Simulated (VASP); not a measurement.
Input of a VASP 6.6.1 run:

The input INCAR:

```
SYSTEM = Rb2ClF
  ALGO = Normal
  EDIFF = 1E-6
  ENCUT = 520
  GGA = PE
  ISIF = 2
  ISMEAR = -1
  LASPH = .True.
  LCHARG = .False.
  LREAL = .False.
  LWAVE = .False.
  NBANDS = 24
  NELM = 100
  PREC = Accurate
  SIGMA = 0.02
```

Contents of KPOINTS:

```
k-points
0
Gamma
  6 6 6
  0 0 0
```

Contents of POSCAR:

```
Rb2ClF
1.0
    2.1827696654      1.2602226539      7.2668960131
   -2.1827696654      1.2602226539      7.2668960131
    0.0000000000     -2.5204453078      7.2668960131
F Cl Rb
1 1 2
Direct
    1.0000000000      0.0000000000      0.0000000000
    0.5000000000      0.5000000000      0.5000000000
    0.2617576461      0.2617576461      0.2617576461
    0.7382423539      0.7382423539      0.7382423539
```

Potentials or basis: VASP PAW PBE potentials, release 64 (F, Cl, Rb_sv).

Launch:

```console
$ cat potpaw_PBE.64/F/POTCAR potpaw_PBE.64/Cl/POTCAR potpaw_PBE.64/Rb_sv/POTCAR > POTCAR
$ mpirun -np 1 vasp_std > vasp.out
```

What does it give for the pressure?

0.0 GPa.

Estimate the band gap on the k mesh.

4.78 eV.

A k mesh can miss the band edges.
